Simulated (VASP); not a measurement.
# NaCl (I4/mmm) in VASP: notebook

Runs on NaCl. Level: LDA. Tasks: single point.

All numbers are computed with VASP 6.6.1; they aren't measurements. Logs are shortened: lines on timing, memory, paths and dates and some standing lists are left out, and cuts for length are marked.

## (1) The cell of the first run

It takes space group I4/mmm (No. 139, tetragonal). Conventional cell: a = 3.903 Å, b = 3.903 Å, c = 5.444 Å, α = 90.00°, β = 90.00°, γ = 90.00°. Na (site symmetry 4/mmm) has 6 Cl at 2.72 to 2.76 Å within 3.6 Å. Cl (site symmetry 4/mmm) has 6 Na at 2.72 to 2.76 Å within 3.6 Å.

## (2) Single point, LDA (in-plane strain +0.01, then relaxed in part)

INCAR

```
SYSTEM = NaCl
ALGO = Normal ; EDIFF = 1E-7
ENCUT = 520 ; GGA = CA
ISIF = 2 ; ISMEAR = 0
LASPH = .True. ; LCHARG = .True.
LELF = .True. ; LREAL = .False.
LVHAR = .True. ; LWAVE = .False.
NBANDS = 14 ; NELM = 80
PREC = Accurate ; SIGMA = 0.01
```

KPOINTS

```
k-points
0
Gamma
  8 8 8
  0 0 0
```

POSCAR

```
NaCl
1.0
    2.7595161579      2.7595161579      0.0000000000
   -2.7595161579      2.7595161579      0.0000000000
    0.0000000000      2.7595161579      2.7219574711
Na Cl
1 1
Direct
    0.0000000000      0.0000000000      0.0000000000
    0.5000000000      0.5000000000      0.0000000000
```

Potentials or basis: VASP PAW LDA potentials, release 64 (Na_pv, Cl).

The run is started by

```sh
$ cat potpaw_LDA.64/Na_pv/POTCAR potpaw_LDA.64/Cl/POTCAR > POTCAR
$ mpirun -np 1 vasp_std > vasp.out
```

OUTCAR:

```text
SYSTEM = NaCl
   EDIFF = 1E-7
   ENCUT = 520
   GGA = CA
   ISIF = 2
   ISMEAR = 0
   LASPH = .True.
   LREAL = .False.
   NELM = 80
   PREC = Accurate

 ion  position               nearest neighbor table
   1  0.000  0.000  0.000-   2 2.72   2 2.72
   2  0.500  0.500  0.000-   1 2.72   1 2.72

  LATTYP: Found a body centered tetragonal cell.
 ALAT       =     3.9025451761
 C/A-ratio  =     1.3949652590

  Lattice vectors:

 A1 = (   2.7595161579,   0.0000000000,  -2.7219574711)
 A2 = (  -2.7595161579,   0.0000000000,  -2.7219574711)
 A3 = (   0.0000000000,   2.7595161579,   2.7219574711)

Analysis of symmetry for initial positions (statically):
=====================================================================
 Subroutine PRICEL returns:
 Original cell was already a primitive cell.

 Routine SETGRP: Setting up the symmetry group for a
 body centered tetragonal supercell.

 Subroutine GETGRP returns: Found 16 space group operations
 (whereof 16 operations were pure point group operations)
 out of a pool of 16 trial point group operations.

The static configuration has the point symmetry D_4h.

Analysis of symmetry for dynamics (positions and initial velocities):
=====================================================================
 Subroutine PRICEL returns:
 Original cell was already a primitive cell.

 Routine SETGRP: Setting up the symmetry group for a
 body centered tetragonal supercell.

 Subroutine GETGRP returns: Found 16 space group operations
 (whereof 16 operations were pure point group operations)
 out of a pool of 16 trial point group operations.

The dynamic configuration has the point symmetry D_4h.

 Subroutine INISYM returns: Found 16 space group operations
 (whereof 16 operations are pure point group operations),
 and found     1 'primitive' translations

----------------------------------------------------------------------------------------

                                     Primitive cell

  volume of cell :      41.4550

  direct lattice vectors                    reciprocal lattice vectors
     2.759516158  2.759516158  0.000000000     0.181191184  0.181191184 -0.183691334
    -2.759516158  2.759516158  0.000000000    -0.181191184  0.181191184 -0.183691334
     0.000000000  2.759516158  2.721957471     0.000000000  0.000000000  0.367382669

  length of vectors
     3.902545176  3.902545176  3.876078160     0.315282408  0.315282408  0.367382669

  position of ions in fractional coordinates (direct lattice)
     0.000000000  0.000000000  0.000000000
     0.500000000  0.500000000  0.000000000

  ion indices of the primitive-cell ions
   primitive index   ion index
                 1           1
                 2           2

----------------------------------------------------------------------------------------

 KPOINTS: k-points

Automatic generation of k-mesh.
 Grid dimensions read from file:
 generate k-points for:    8    8    8

 Generating k-lattice:

  Cartesian coordinates                     Fractional coordinates (reciprocal lattice)
     0.022648898  0.022648898 -0.022961417     0.125000000  0.000000000  0.000000000
    -0.022648898  0.022648898 -0.022961417     0.000000000  0.125000000  0.000000000
     0.000000000  0.000000000  0.045922834     0.000000000  0.000000000  0.125000000

  Length of vectors
     0.039410301  0.039410301  0.045922834

  Shift w.r.t. Gamma in fractional coordinates (k-lattice)
     0.000000000  0.000000000  0.000000000

 Subroutine IBZKPT returns following result:
 ===========================================

 Found     59 irreducible k-points:

 Following reciprocal coordinates:
            Coordinates               Weight
  0.000000  0.000000  0.000000      1.000000
  0.125000  0.000000  0.000000      8.000000
  0.250000  0.000000  0.000000      8.000000
  0.375000  0.000000  0.000000      8.000000
  0.500000  0.000000  0.000000      4.000000
  0.125000  0.125000  0.000000      8.000000
[... 16 lines left out ...]
  0.250000  0.000000  0.125000      4.000000
  0.375000  0.000000  0.125000      8.000000
 [... further k-points ...]
   k-points           NKPTS =     59   k-points in BZ     NKDIM =     59   number of bands    NBANDS=     14
   number of dos      NEDOS =    301   number of ions     NIONS =      2
   total plane-waves  NPLWV =  27000
   dimension x,y,z NGX =    30 NGY =   30 NGZ =   30
   dimension x,y,z NGXF=    60 NGYF=   60 NGZF=   60
   ions per type =               1   1
   NGX,Y,Z   is equivalent  to a cutoff of  12.78, 12.78, 12.87 a.u.
   NGXF,Y,Z  is equivalent  to a cutoff of  25.56, 25.56, 25.73 a.u.
 SYSTEM =  NaCl
   PREC   = accura    normal or accurate (medium, high low for compatibility)
   ISTART =      0    job   : 0-new  1-cont  2-samecut
   ICHARG =      2    charge: 1-file 2-atom 10-const
   ISPIN  =      1    spin polarized calculation?
   LNONCOLLINEAR =      F non collinear calculations
   LSORBIT =      F    spin-orbit coupling
   LASPH  =      T    aspherical Exc in radial PAW
   ENCUT  =  520.0 eV  38.22 Ry    6.18 a.u.   7.26  7.26  7.21*2*pi/ulx,y,z
   NELM   =     80;   NELMIN=  2; NELMDL= -5     # of ELM steps
   EDIFF  = 0.1E-06   stopping-criterion for ELM
   LREAL  =      F    real-space projection
   EDIFFG = 0.1E-05   stopping-criterion for IOM
   NSW    =      0    number of steps for IOM
   IBRION =     -1    ionic relax: 0-MD 1-quasi-New 2-CG
   NFREE  =      0    steps in history (QN), initial steepest desc. (CG)
   ISIF   =      2    stress and relaxation
   ISYM   =      2    0-nonsym 1-usesym 2-fastsym
   POTIM  = 0.5000    time-step for ionic-motion
   TEBEG  =    0.0;   TEEND  =   0.0 temperature during run
   PSTRESS=    0.0 pullay stress
   NELECT =      14.0000    total number of electrons
   NUPDOWN=      -1.0000    fix difference up-down
   EMIN   =  10.00;   EMAX   =-10.00  energy-range for DOS
   EFERMI =   0.00;   METHOD = LEGACY
   ISMEAR =     0;   SIGMA  =   0.01  broadening in eV -4-tet -1-fermi 0-gaus
   EFERMI_NEDOS =   21; number of points for ismear=-14 and -15
   IALGO  =     38    algorithm
   IMIX   =      4    mixing-type and parameters
     AMIX     =   0.40;   BMIX     =  1.00
     AMIX_MAG =   1.60;   BMIX_MAG =  1.00
  volume/ion in A,a.u.               =      20.73       139.88
  Fermi-wavevector in a.u.,A,eV,Ry     =   1.140053  2.154388 17.683781  1.299721
  Thomas-Fermi vector in A             =   2.276756
   LORBIT       =      0    0 simple, 1 ext, 2 COOP (PROOUT), +10 PAW based schemes
   GGA     = CA    functional components
   LHFCALC =     F    Hartree Fock is set to
   AEXX    =    0.0000 exact exchange contribution
   IVDW    =     0    specifies the selected vdW correction
   LEPSILON=     F    determine dielectric tensor
   LRPA    =     F    only Hartree local field effects (RPA)
 non-spin polarized calculation
 Gauss-broadening in eV      SIGMA  =   0.01
  energy-cutoff  :      520.00
  volume of cell :       41.46
 maximum number of plane-waves:      1134
 NGX is ok and might be reduce to    30
   NGX = 15   NGY = 15   NGZ = 15

 number of electron      13.9999996 magnetization

 Free energy of the ion-electron system (eV)
  ---------------------------------------------------
  ext. energy  EPLUGINS =         0.00000000
  ---------------------------------------------------
  free energy    TOTEN  =        -7.38745377 eV

  energy without entropy =       -7.38745377  energy(sigma->0) =       -7.38745377

 E-fermi :  -0.4018     XC(G=0):  -9.0656

 val. band max:       -0.4610561572   @ k =   0.0000   0.0000   0.0000
 cond. band min:       4.5469743525   @ k =   0.0000   0.0000   0.0000
 fundamental gap:      5.0080305097
 Fermi energy:        -0.4018096603

 k-point     1 :       0.0000    0.0000    0.0000
  band No.  band energies     occupation
      1     -21.1140      2.00000
      2     -21.1140      2.00000
      3     -21.1139      2.00000
      4     -13.2444      2.00000
      5      -0.4715      2.00000
      6      -0.4611      2.00000
      7      -0.4611      2.00000
      8       4.5470      0.00000
      9      10.4176      0.00000
     10      10.4176      0.00000
     11      10.5271      0.00000
     12      12.6977      0.00000
     13      12.8780      0.00000
     14      14.2907      0.00000

 k-point     2 :       0.1250    0.0000    0.0000
  band No.  band energies     occupation
      1     -21.1207      2.00000
      2     -21.1145      2.00000
      3     -21.1143      2.00000
      4     -13.1825      2.00000
      5      -0.9101      2.00000
      6      -0.5161      2.00000
      7      -0.5137      2.00000
      8       5.0939      0.00000
      9       9.8929      0.00000
     10      10.6285      0.00000
     11      10.7097      0.00000
     12      12.4506      0.00000
     13      12.6028      0.00000
     14      15.3160      0.00000

 k-point     3 :       0.2500    0.0000    0.0000
  band No.  band energies     occupation
      1     -21.1367      2.00000
      2     -21.1158      2.00000
      3     -21.1153      2.00000
      4     -13.0278      2.00000
      5      -1.7714      2.00000
      6      -0.6360      2.00000
      7      -0.6284      2.00000
      8       6.0783      0.00000
      9       9.4190      0.00000
     10      10.7408      0.00000
     11      10.8721      0.00000
     12      12.7278      0.00000
     13      12.7867      0.00000
     14      15.3161      0.00000
[... 324 lines left out ...]
 k-point    23 :       0.2500    0.0000    0.1250
  band No.  band energies     occupation
      1     -21.1278      2.00000
      2     -21.1176      2.00000
      3     -21.1145      2.00000
      4     -13.0937      2.00000
      5      -1.3520      2.00000
      6      -0.7283      2.00000
      7      -0.5527      2.00000
      8       5.8111      0.00000
      9       9.3684      0.00000
     10      10.8136      0.00000
     11      10.9838      0.00000
     12      11.7397      0.00000
     13      13.0705      0.00000
     14      16.4662      0.00000

 k-point    24 :       0.3750    0.0000    0.1250
  band No.  band energies     occupation
      1     -21.1413      2.00000
      2     -21.1202      2.00000
      3     -21.1157      2.00000
      4     -12.9407      2.00000
      5      -2.0186      2.00000
      6      -0.9419      2.00000
      7      -0.6734      2.00000
      8       6.7309      0.00000
      9       9.2231      0.00000
     10      10.3433      0.00000
     11      10.9545      0.00000
     12      12.2661      0.00000
     13      14.2710      0.00000
     14      16.2369      0.00000

 [... further k-points ...]
[... 5 lines left out ...]
  --------------------------------------------------------------------------------------
  -------------------------------------------------------------------------------------
  Total       -0.1903522     -0.1903522      0.0014189      0.0000000      0.0000000      0.0000000
  in kB       -7.3568399     -7.3568399      0.0548391      0.0000000      0.0000000      0.0000000
  external PRESSURE =      -4.8862802 kB  Pullay stress =       0.0000000 kB

 VOLUME and BASIS-vectors are now :
 -----------------------------------------------------------------------------
  energy-cutoff  :      520.00
  volume of cell :       41.46
      direct lattice vectors                 reciprocal lattice vectors
     2.759516158  2.759516158  0.000000000     0.181191184  0.181191184 -0.183691334
    -2.759516158  2.759516158  0.000000000    -0.181191184  0.181191184 -0.183691334
     0.000000000  2.759516158  2.721957471     0.000000000  0.000000000  0.367382669

 POSITION                                       TOTAL-FORCE (eV/Angst)
 -----------------------------------------------------------------------------------
      0.00000      0.00000      0.00000         0.000000     -0.000000      0.000000
      0.00000      2.75952      0.00000         0.000000      0.000000      0.000000
 -----------------------------------------------------------------------------------
    total drift:                               -0.000000      0.000000      0.000000

  FREE ENERGIE OF THE ION-ELECTRON SYSTEM (eV)
  ---------------------------------------------------
  free  energy   TOTEN  =        -7.3874537718 eV

  energy  without entropy=       -7.3874537718  energy(sigma->0) =       -7.38745377
```

Run time: 58 s. Hardware: 1 thread of Intel Xeon 8259CL, shared host; peak memory 0.16 GiB.

What came out:

* Free energy: -7.3875 eV
* Pressure: -0.5 GPa
* Band gap on the k mesh: 5.01 eV

Caveat: the cell differs from its parent crystal (in-plane strain +0.01, then relaxed in part).

## (3) Single point, LDA (in-plane strain +0.01)

INCAR

```
SYSTEM = NaCl
  PREC = Accurate
  ENCUT = 520
  EDIFF = 1E-7
  ISMEAR = 0
  SIGMA = 0.01
  LREAL = .FALSE.
  LASPH = .TRUE.
  NELM = 100
  ALGO = Normal
  ISIF = 2
  LWAVE = .FALSE.
  LCHARG = .FALSE.
  NBANDS = 14
```

KPOINTS

```
regular mesh
0
G
  8 8 8
  0 0 0
```

Changes to POSCAR since step 2:

```diff
@@ -4,3 +4,3 @@
    -2.7595161579      2.7595161579      0.0000000000
-    0.0000000000      2.7595161579      2.7219574711
+    0.0000000000      2.7595161579      2.7158010504
 Na Cl
```

Potentials or basis: VASP PAW LDA potentials, release 64 (Na_pv, Cl).

The run is started by

```sh
$ cat potpaw_LDA.64/Na_pv/POTCAR potpaw_LDA.64/Cl/POTCAR > POTCAR
$ mpirun -np 1 vasp_std > vasp.out
```

Run time: 60 s. Hardware: 1 thread of Intel Xeon 8259CL, shared host; peak memory 0.16 GiB.

It converged, with:

| Item | Value |
| --- | --- |
| Free energy | -7.3874 eV |
| Pressure | -0.4 GPa |
| Band gap on the k mesh | 5.02 eV |

Stress tensor (GPa, compression positive):
```
-0.71  0.00  0.00
 0.00 -0.71  0.00
 0.00  0.00  0.17
```

Levels at points of the mesh, in eV from the valence-band top:
```csv
k point,band 4,band 5,band 6,band 7,band 8,band 9,band 10,band 11
"(0.00, 0.00, 0.00)",-12.79,-0.01,0.00,0.00,5.02,10.87,10.87,11.00
"(0.50, 0.00, 0.00)",-12.34,-2.29,-0.34,-0.32,7.03,10.78,10.93,10.95
"(0.50, 0.50, 0.00)",-12.29,-1.98,-0.72,-0.67,7.40,7.67,11.46,14.97
"(0.00, 0.00, 0.50)",-12.27,-1.96,-0.74,-0.74,7.39,7.61,11.62,14.98
```

Caveat: the cell differs from its parent crystal (in-plane strain +0.01).

## (4) Single point, LDA (in-plane strain +0.02)

INCAR

```
SYSTEM = NaCl
PREC = Accurate ; ENCUT = 520
EDIFF = 1E-6 ; ISMEAR = 0
SIGMA = 0.01 ; LREAL = .FALSE.
LASPH = .TRUE. ; NELM = 60
ALGO = Normal ; ISIF = 2
LWAVE = .FALSE. ; LCHARG = .FALSE.
NBANDS = 14
```

KPOINTS is that of step 3.

POSCAR

```
NaCl
1.0
    2.7868381000      2.7868381000      0.0000000000
   -2.7868381000      2.7868381000      0.0000000000
    0.0000000000      2.7868381000      2.6994078851
Na Cl
1 1
Direct
    0.0000000000      0.0000000000      0.0000000000
    0.5000000000      0.5000000000      0.0000000000
```

The run is started by

```sh
$ cat potpaw_LDA.64/Na_pv/POTCAR potpaw_LDA.64/Cl/POTCAR > POTCAR
$ mpirun -np 1 vasp_std > vasp.out
```

Wall time 56 s (1 thread of Intel Xeon 8259CL, shared host); peak memory 0.16 GiB.

Results (log left out):

* Free energy: -7.3819 eV
* Pressure: -0.7 GPa
* Band gap on the k mesh: 4.95 eV

Stress tensor (GPa, compression positive):
```
-1.28  0.00  0.00
 0.00 -1.28  0.00
 0.00  0.00  0.40
```

Levels at points of the mesh, in eV from the valence-band top:
```tsv
k point	band 4	band 5	band 6	band 7	band 8	band 9	band 10	band 11
(0.00, 0.00, 0.00)	-12.76	-0.03	0.00	0.00	4.95	10.82	10.82	11.07
(0.50, 0.00, 0.00)	-12.32	-2.25	-0.35	-0.30	7.00	10.66	10.80	11.01
(0.50, 0.50, 0.00)	-12.28	-1.95	-0.73	-0.62	7.36	7.71	11.31	14.76
(0.00, 0.00, 0.50)	-12.25	-1.91	-0.75	-0.75	7.35	7.58	11.61	14.78
```

Caveat: the cell differs from its parent crystal (in-plane strain +0.02).

## (5) Single point, LDA (in-plane strain +0.02, then relaxed in part)

INCAR

```
SYSTEM = NaCl
  PREC = Accurate
  ENCUT = 520
  EDIFF = 1E-6
  ISMEAR = 0
  SIGMA = 0.01
  LREAL = .FALSE.
  LASPH = .TRUE.
  NELM = 80
  ALGO = Normal
  ISIF = 2
  LWAVE = .FALSE.
  LCHARG = .TRUE.
  LELF = .TRUE.
  LVHAR = .TRUE.
  NBANDS = 14
```

KPOINTS

```
Automatic mesh
0
G
  8 8 8
  0 0 0
```

Changes to POSCAR since step 4:

```diff
@@ -4,3 +4,3 @@
    -2.7868381000      2.7868381000      0.0000000000
-    0.0000000000      2.7868381000      2.6994078851
+    0.0000000000      2.7868381000      2.7121480576
 Na Cl
```

The run is started by

```sh
$ cat potpaw_LDA.64/Na_pv/POTCAR potpaw_LDA.64/Cl/POTCAR > POTCAR
$ mpirun -np 1 vasp_std > vasp.out
```

Wall time 59 s (1 thread of Intel Xeon 8259CL, shared host); peak memory 0.16 GiB.

The run converged. Its results:

| Property | Result |
| --- | --- |
| Free energy | -7.3822 eV |
| Pressure | -0.9 GPa |
| Band gap on the k mesh | 4.94 eV |

Stress tensor (GPa, compression positive):
```
-1.34  0.00  0.00
 0.00 -1.34  0.00
 0.00  0.00  0.04
```

Levels at points of the mesh, in eV from the valence-band top:
| k point | band 5 | band 6 | band 7 | band 8 | band 9 | band 10 |
| --- | --- | --- | --- | --- | --- | --- |
| (0.00, 0.00, 0.00) | -0.02 | 0.00 | 0.00 | 4.94 | 10.83 | 10.83 |
| (0.50, 0.00, 0.00) | -2.23 | -0.34 | -0.30 | 6.99 | 10.67 | 10.77 |
| (0.50, 0.50, 0.00) | -1.93 | -0.72 | -0.63 | 7.35 | 7.71 | 11.29 |
| (0.00, 0.00, 0.50) | -1.90 | -0.74 | -0.74 | 7.34 | 7.60 | 11.55 |

Caveat: the cell differs from its parent crystal (in-plane strain +0.02, then relaxed in part).

(Continued in part 2 of 2.)
